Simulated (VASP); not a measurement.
SnSe2:

```
Sn Se
1.0
     3.81100    0.00000    0.00000
    -1.90550    3.30042    0.00000
     0.00000    0.00000    6.13700
Sn Se
1 2
Direct
  0.00000 0.00000 0.00000
  0.33333 0.66667 0.25000
  0.66667 0.33333 0.75000
```

- Program: VASP 6.6.1
- Task: relaxation of cell and atoms
- Functional: PBE
- Dispersion: D3(BJ)
- Potentials or basis: VASP PAW PBE potentials, release 64 (Sn_d, Se)
- Cutoff: 600 eV
- k mesh: 6 × 6 × 4
- Occupations: gaussian, width 0.1 eV
- Spin: no spin polarisation

At the start: pressure 3.1 GPa; volume 25.73 Å³/atom.

Question: How do energy, volume and symmetry change on relaxing?

Answer: Over 13 steps the energy falls by 19.0 meV/atom and the volume is 25.59 Å³/atom (-0.5 %); space group P-3m1 (No. 164, to 0.05 Å).

Step by step:
| step | energy change (eV) | largest force (eV/Å) | pressure (GPa) | volume (Å³) |
| --- | --- | --- | --- | --- |
| 1 | 0.0000 | 0.7387 | 3.09 | 77.19 |
| 2 | -0.0161 | 0.2699 | -2.66 | 82.86 |
| 3 | -0.0435 | 0.1472 | -0.36 | 80.26 |
| 4 | -0.0435 | 0.1578 | -0.28 | 80.20 |
| 5 | -0.0463 | 0.1201 | -0.18 | 79.75 |
| 6 | -0.0481 | 0.0706 | -0.03 | 79.17 |
| 7 | -0.0482 | 0.0538 | 0.03 | 78.98 |
| 8 | -0.0504 | 0.0334 | -0.05 | 78.74 |
| 9 | -0.0548 | 0.0244 | -0.29 | 78.03 |
| 10 | -0.0544 | 0.1344 | -0.55 | 76.57 |
| 11 | -0.0563 | 0.0672 | -0.39 | 77.40 |
| 12 | -0.0567 | 0.0378 | 0.34 | 76.35 |
| 13 | -0.0571 | 0.0051 | 0.05 | 76.78 |

Final structure:
```xyz
3
Lattice="3.8422 0.0000 0.0000 -1.9211 3.3275 0.0000 0.0000 0.0000 6.0055" Properties=species:S:1:pos:R:3 pbc="T T T"
Sn    0.0000    0.0000    0.0000
Se    0.0000    2.2183    1.5935
Se    1.9211    1.1092    4.4120
```

Caveat: the relaxation stopped at a loose force limit of 0.05 eV/Å, so its end isn't a converged minimum.
